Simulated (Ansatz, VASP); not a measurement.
GaO: VASP beside Ansatz

```xyz
8
Lattice="3.0597 0.0000 0.0000 -1.5298 2.6498 0.0000 0.0000 0.0000 13.4127" Properties=species:S:1:pos:R:3 pbc="T T T"
Ga    0.0000    1.7665    5.4696
Ga    0.0000    1.7665    7.9431
Ga    0.0000    0.0000    1.2367
Ga    0.0000    0.0000   12.1759
O     1.5298    0.8833    1.9662
O     1.5298    0.8833   11.4465
O     0.0000    0.0000    4.7387
O     0.0000    0.0000    8.6739
```

Alike in both runs: functional PBEsol; k mesh 12 × 12 × 2; occupations gaussian, width 0.02 eV; no spin polarisation.

Ansatz relaxed the structure, and its values are those at the end. VASP's run is a single point on that final structure, the one shown.

```csv
,VASP,Ansatz
version,VASP 6.6.1,Ansatz 0.2.0
potentials or method,"VASP PAW PBE potentials, release 64 (Ga_d, O), cutoff 520 eV","scalar-relativistic, plane waves, PAW"
valence electrons in the cell,76,76
```

```csv
,VASP,Ansatz,Ansatz less VASP
gap on the k mesh at the Fermi level (eV),1.26,1.27,+0.006
least direct gap on the mesh (eV),1.36,1.37,+0.002
pressure (GPa),0.2,0.0,-0.21
rms of the force components (eV/Å),0.009,0.001,-0.0076
```

VASP's potentials were made for PBE, not for PBEsol. The functional is the same, so the differences come from potentials, cutoffs and numerics.
